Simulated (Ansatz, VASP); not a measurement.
# Two plane-wave programs on Ga2O3

Contents of INCAR:

```
SYSTEM = Ga2O3
PREC = Accurate
ENCUT = 520
EDIFF = 1E-6
ISMEAR = 0
SIGMA = 0.05
LREAL = .FALSE.
LASPH = .TRUE.
NELM = 80
ALGO = Normal
ISIF = 2
LWAVE = .FALSE.
LCHARG = .TRUE.
GGA = PE
LELF = .TRUE.
LVHAR = .TRUE.
NBANDS = 55
```

File KPOINTS:

```
Automatic mesh
0
G
  6 6 6
  0 0 0
```

File POSCAR:

```
Ga2O3
1.0
    2.5287245564      1.3577865110      4.5081861171
   -2.5287245564      1.3577865110      4.5081861171
    0.0000000000     -3.0220928989      4.6067334038
Ga O
4 6
Direct
    0.3558687539      0.3558687539      0.3558687539
    0.1441312461      0.1441312461      0.1441312461
    0.6441312461      0.6441312461      0.6441312461
    0.8558687539      0.8558687539      0.8558687539
    0.5531733332      0.9468266668      0.2500000000
    0.2500000000      0.5531733332      0.9468266668
    0.9468266668      0.2500000000      0.5531733332
    0.4468266668      0.0531733332      0.7500000000
    0.7500000000      0.4468266668      0.0531733332
    0.0531733332      0.7500000000      0.4468266668
```

Input for Ansatz:

```yaml
crystal:
  lattice:
    - [2.5287245564, 1.357786511, 4.5081861171]
    - [-2.5287245564, 1.357786511, 4.5081861171]
    - [0.0, -3.0220928989, 4.6067334038]
  atoms:
    - { symbol: Ga, position: [0.3558687539, 0.3558687539, 0.3558687539] }
    - { symbol: Ga, position: [0.1441312461, 0.1441312461, 0.1441312461] }
    - { symbol: Ga, position: [0.6441312461, 0.6441312461, 0.6441312461] }
    - { symbol: Ga, position: [0.8558687539, 0.8558687539, 0.8558687539] }
    - { symbol: O, position: [0.5531733332, 0.9468266668, 0.25] }
    - { symbol: O, position: [0.25, 0.5531733332, 0.9468266668] }
    - { symbol: O, position: [0.9468266668, 0.25, 0.5531733332] }
    - { symbol: O, position: [0.4468266668, 0.0531733332, 0.75] }
    - { symbol: O, position: [0.75, 0.4468266668, 0.0531733332] }
    - { symbol: O, position: [0.0531733332, 0.75, 0.4468266668] }
basis:
  ecutwfc: 420
kpoints:
  mp_grid: { grid: [6, 6, 6] }
hamiltonian:
  xc: pbe
scf:
  occupations: { method: gaussian, width: 0.05 }
output:
  forces: true
  stress: true
  eigenvalues: true
```

Change from the starting cell: strain -0.0450 x Voigt [0, 0, 0, 1, 0, 0], atoms carried along.

Alike in both runs: task single point; functional PBE; k mesh 6 × 6 × 6; occupations gaussian, width 0.05 eV; no spin polarisation.

|  | VASP | Ansatz |
| --- | --- | --- |
| version | VASP 6.6.1 | Ansatz 0.2.0 |
| potentials or method | VASP PAW PBE potentials, release 64 (Ga_d, O), cutoff 520 eV | scalar-relativistic, plane waves, PAW |
| valence electrons in the cell | 88 | 88 |

|  | VASP | Ansatz | Ansatz less VASP |
| --- | --- | --- | --- |
| gap on the k mesh at the Fermi level (eV) | 2.37 | 2.37 | +0.009 |
| least direct gap on the mesh (eV) | 2.61 | 2.61 | +0.008 |
| pressure (GPa) | 1.4 | 0.4 | -0.96 |
| traceless stress, the component that is largest in VASP (GPa) | 4.10 | 4.06 | -0.050 |
| rms of the force components (eV/Å) | 0.129 | 0.131 | +0.0015 |

Atom by atom the forces differ by 0.005 eV/Å (rms over components). The functional is the same, so the differences come from potentials, cutoffs and numerics.
